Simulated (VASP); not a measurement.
A run of VASP 6.6.1 is set up as follows.

INCAR

```
PREC = Accurate
ENCUT = 520
EDIFF = 1E-7
ISMEAR = -1
SIGMA = 0.17
LREAL = Auto
LASPH = T
NELM = 80
ALGO = Normal
ISIF = 2
LWAVE = F
LCHARG = T
GGA = PS
LELF = T
LVHAR = T
NBANDS = 86
```

The input KPOINTS:

```
Automatic mesh
0
Gamma
  3 3 3
```

Contents of POSCAR:

```
WC
1.0
   -2.8860900000     -4.9988550000      0.0000000000
    4.3291350000     -2.4994270000      0.0000000000
    0.0000000000      0.0000000000      5.6483400000
W C
8 8
Direct
    0.7465936468      0.4868262269     -0.0072233612
    0.7653319742      0.4778360937      0.4891348609
    0.5184633938      0.0189950224      0.0113130583
    0.5368458721     -0.0242114180      0.5183292790
    0.2575781879      0.5157598071     -0.0112245368
    0.2865507248      0.5131073948      0.5328822273
    0.0009889946     -0.0073792276     -0.0146768785
    0.0296751120     -0.0199011941      0.5144874423
    0.5008149454      0.6720735218      0.2307403591
    0.5361515916      0.7036236447      0.7821058931
    0.3046418476      0.1949405112      0.2664145572
    0.2821120507      0.1668233419      0.7628081879
   -0.0223641250      0.6477864799      0.2179401382
    0.0219623155      0.6255488035      0.7517429900
    0.7596455368      0.1542121896      0.2875358070
    0.7600802373      0.1434605232      0.7233629704
```

Potentials or basis: VASP PAW PBE potentials, release 64 (W_sv, C).

Command:

```bash
$ cat potpaw_PBE.64/W_sv/POTCAR potpaw_PBE.64/C/POTCAR > POTCAR
$ mpirun -np 1 vasp_std > vasp.out
```

Q: What does it give for the largest force?

A: 6.883 eV/Å.

Q: Estimate the band gap on the k mesh.

A: 0.01 eV (least direct gap 0.20 eV).

Forces on the atoms (eV/Å):
```
W   -0.969 -1.977  0.819
W    1.886 -2.037  2.119
W   -1.008  0.682  1.043
W    4.486  2.968 -4.067
W   -3.004  0.603  5.503
W   -1.928  2.406 -6.154
W   -0.574 -1.712  3.313
W    1.031 -0.522 -3.203
C   -0.765 -0.829  2.198
C   -2.485  3.231 -2.295
C    0.529  3.012  0.341
C    0.362  1.158 -0.542
C    0.084 -3.416  2.323
C    3.785  0.886 -1.271
C   -1.791 -1.196 -4.157
C    0.362 -3.257  4.032
```

Caveat: the smearing spreads over this small gap; the PAW data sets were made with another functional, which shifts forces and pressure a little; spin-orbit coupling is left out, which moves the levels of the heavy elements. A k mesh can miss the band edges.
